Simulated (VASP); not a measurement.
Write the native input for VASP 6.6.1 that does the following.

| Property | Result |
| --- | --- |
| Task | relaxation of cell and atoms |
| Functional | PBE |
| Potentials or basis | VASP PAW PBE potentials, release 64 (Cd, F) |
| Cutoff | 600 eV |
| k mesh | 4 × 4 × 4 |
| Occupations | gaussian, width 0.1 eV |
| Spin | no spin polarisation |
| Dipole correction | no |
| Further INCAR settings | ALGO = Normal; EDIFF = 1e-06; IBRION = 2; EDIFFG = -0.04; NSW = 90; ISIF = 3 |

The structure of Cd3F lies in POSCAR:

```
Cd3F
1.0
    5.3082021200      0.0000000000      0.0000000000
    0.0000000000      5.3082021200      0.0000000000
    0.0000000000      0.0000000000      5.3082021200
Cd F
6 2
Direct
    0.2500000000      0.0000000000      0.5000000000
    0.7500000000      0.0000000000      0.5000000000
    0.0000000000      0.5000000000      0.2500000000
    0.0000000000      0.5000000000      0.7500000000
    0.5000000000      0.7500000000      0.0000000000
    0.5000000000      0.2500000000      0.0000000000
    0.0000000000      0.0000000000      0.0000000000
    0.5000000000      0.5000000000      0.5000000000
```

The cell was built from a structure type or drawn by symmetry, and may not be a known phase.

The input as run:

INCAR

```
SYSTEM = Cd3F
ALGO = Normal
EDIFF = 1E-6
EDIFFG = -0.04
ENCUT = 600
GGA = PE
IBRION = 2
ISIF = 3
ISMEAR = 0
LASPH = .TRUE.
LCHARG = .FALSE.
LREAL = .FALSE.
LWAVE = .FALSE.
NELM = 60
NSW = 90
PREC = Accurate
SIGMA = 0.1
```

KPOINTS

```
k-points
0
G
  4 4 4
  0 0 0
```

Potentials or basis: VASP PAW PBE potentials, release 64 (Cd, F).

Run with:

```bash
$ cat potpaw_PBE.64/Cd/POTCAR potpaw_PBE.64/F/POTCAR > POTCAR
$ mpirun -np 1 vasp_std > vasp.out
```

It gave:

```
Relaxed volume                        : 20.63 Å³/atom
Relaxed cell                          : a = 5.485 Å, b = 5.485 Å, c = 5.485 Å, α = 90.00°, β = 90.00°, γ = 90.00°
Space group after relaxing (to 0.1 Å) : Pm-3n (No. 223)
Energy gained by relaxing             : 33.5 meV/atom
Ionic steps                           : 2
Pressure after relaxing               : 0.2 GPa
Band gap on the k mesh                : zero (bands 43 and 44 overlap by 2.59 eV)
```

It took 4.1 min on 1 thread of Intel Xeon 8259CL (shared host), peak memory 0.3 GiB.
